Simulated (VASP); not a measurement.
Set up this calculation in VASP 6.6.1, as the native input.

| Property | Result |
| --- | --- |
| Task | single point |
| Functional | PBE |
| Potentials or basis | VASP PAW PBE potentials, release 64 (Sn_d, Bi_d, O) |
| Cutoff | 520 eV |
| k mesh | 6 × 6 × 2 |
| Occupations | gaussian, width 0.2 eV |
| Spin | no spin polarisation |
| Dipole correction | no |
| Further INCAR settings | ALGO = Normal; EDIFF = 1e-07; NBANDS = 51 |

The structure of SnBiO2 lies in POSCAR:

```
SnBiO2
1.0
    3.4321128838      0.0000000000      0.0000000000
    0.0000000000      3.4381212604      0.0000000000
    0.0000000000      0.0000000000     12.7670297253
Sn Bi O
2 2 4
Direct
    0.5000000000      0.5000000000      0.2500000000
    0.5000000000      0.5000000000      0.7500000000
    0.0000000000      0.0000000000      0.5000000000
    0.0000000000      1.0000000000      0.0000000000
    0.0000000000      0.5000000000      0.3696408350
    1.0000000000      0.5000000000      0.8696408350
    0.0000000000      0.5000000000      0.1303591650
    1.0000000000      0.5000000000      0.6303591650
```

These files were run (other wordings do the same):

INCAR

```
  ALGO = Normal
  EDIFF = 1E-7
  ENCUT = 520
  GGA = PE
  ISIF = 2
  ISMEAR = 0
  LASPH = T
  LCHARG = F
  LREAL = F
  LWAVE = F
  NBANDS = 51
  NELM = 80
  PREC = Accurate
  SIGMA = 0.2
```

KPOINTS

```
k-points
0
Gamma
  6 6 2
```

Potentials or basis: VASP PAW PBE potentials, release 64 (Sn_d, Bi_d, O).

Run with:

```bash
$ cat potpaw_PBE.64/Sn_d/POTCAR potpaw_PBE.64/Bi_d/POTCAR potpaw_PBE.64/O/POTCAR > POTCAR
$ mpirun -np 1 vasp_std > vasp.out
```

It gave:

- Pressure: -0.2 GPa
- Largest force: 0.053 eV/Å
- Band gap on the k mesh: zero (bands 41 and 42 overlap by 2.29 eV)

Caveat: spin-orbit coupling is left out, which moves the levels of the heavy elements.

Wall time 3 min on 1 thread of Intel(R) Xeon(R) 6975P-C (Granite Rapids) (shared host), peak memory 0.38 GiB.
